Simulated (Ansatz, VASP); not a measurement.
**ReO3F: VASP beside Ansatz**

```
CELL_PARAMETERS angstrom
11.09000 0.00000 0.00000
0.00000 11.09000 0.00000
0.00000 0.00000 11.09000
ATOMIC_POSITIONS crystal
Re 0.50297 0.49674 0.50297
O 0.59394 0.58260 0.59394
O 0.41711 0.40577 0.59394
O 0.59394 0.40577 0.41711
F 0.40577 0.59394 0.40577
```

Alike in both runs: task single point; functional PBE; k mesh 1 × 1 × 1; occupations gaussian, width 0.01 eV; no spin polarisation.

```csv
,VASP,Ansatz
version,VASP 6.6.1,Ansatz 0.2.0
potentials or method,"VASP PAW PBE potentials, release 64 (Re_sv_GW, O, F), cutoff 520 eV","scalar-relativistic, plane waves, PAW"
valence electrons in the cell,40,40
```

Ansatz gave:

- gap on the k mesh at the Fermi level (eV): 4.29
- rms of the force components (eV/Å): 0.261

Q: Which values does VASP return?

A: gap on the k mesh at the Fermi level (eV): 4.28; rms of the force components (eV/Å): 0.126.

Atom by atom the forces differ by 0.141 eV/Å (rms over components). One of these differences is far larger than is usual between the two programs; its cause wasn't traced.

Neither program's run includes spin-orbit coupling.
